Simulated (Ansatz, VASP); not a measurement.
# One calculation of NaGeI3, two programs

The input INCAR:

```
SYSTEM = NaGeI3
PREC     = Accurate       ! precision mode
ENCUT    = 520            ! plane-wave cutoff, eV
EDIFF    = 1E-7           ! SCF threshold, eV
ISMEAR   = -1             ! smearing method
SIGMA    = 0.02           ! smearing width, eV
LREAL    = .False.        ! projectors in reciprocal space
LASPH    = .True.         ! aspherical terms in the spheres
NELM     = 100            ! most SCF steps
ALGO     = Normal         ! electronic algorithm
ISIF     = 2              ! what is computed and relaxed
LWAVE    = .False.        ! write WAVECAR
LCHARG   = .True.         ! write CHGCAR
GGA      = PE             ! functional
LELF     = .True.         ! ELF
LVHAR    = .True.       
NBANDS   = 29             ! bands
```

File KPOINTS:

```
Automatic mesh
0
Gamma
  4 4 4
  0 0 0
```

POSCAR

```
NaGeI3
1.0
    5.5948119680      0.0000000000      0.0000000000
    0.0000000000      5.5948119680      0.0000000000
    0.0000000000      0.0000000000      5.5948119680
Na Ge I
1 1 3
Direct
    0.0000000000      0.0000000000      0.0000000000
    0.5000000000      0.5000000000      0.5000000000
    0.5000000000      0.5000000000      0.0000000000
    0.5000000000      0.0000000000      0.5000000000
    0.0000000000      0.5000000000      0.5000000000
```

Input for Ansatz:

```yaml
crystal:
  lattice:
    - [5.594811968, 0.0, 0.0]
    - [0.0, 5.594811968, 0.0]
    - [0.0, 0.0, 5.594811968]
  atoms:
    - { symbol: Na, position: [0.0, 0.0, 0.0] }
    - { symbol: Ge, position: [0.5, 0.5, 0.5] }
    - { symbol: I, position: [0.5, 0.5, 0.0] }
    - { symbol: I, position: [0.5, 0.0, 0.5] }
    - { symbol: I, position: [0.0, 0.5, 0.5] }
kpoints:
  mp_grid: { grid: [4, 4, 4] }
  band_path:
    path: [[0.0, 0.0, 0.0], [0.0, 0.5, 0.0], [0.5, 0.5, 0.0], [0.5, 0.5, 0.5]]
    npoints: 1
hamiltonian:
  xc: pbe
scf:
  occupations: { method: fermi_dirac, width: 0.02 }
  n_extra_bands: 5
output:
  forces: true
  stress: true
  eigenvalues: true
  write_density: true
  write_potential: true
  elf: true
  volumetric_format: npy
```

Change from the starting cell: hydrostatic strain -5.0%.

Alike in both runs: task single point; functional PBE; k mesh 4 × 4 × 4; occupations fermi-dirac, width 0.02 eV; no spin polarisation.

```csv
,VASP,Ansatz
version,VASP 6.6.1,Ansatz 0.2.0
potentials or method,"VASP PAW PBE potentials, release 64 (Na_pv, Ge_d, I)","plane waves, PAW"
plane-wave cutoff (eV),520,420
valence electrons in the cell,42,74
```

|  | VASP | Ansatz | Ansatz less VASP |
| --- | --- | --- | --- |
| pressure (GPa) | 4.5 | 4.5 | 0.00 |

VASP's potentials hold 42 valence electrons a cell and Ansatz's 74, so a difference there can come from the potentials and not from the codes.

Neither program's run includes spin-orbit coupling.
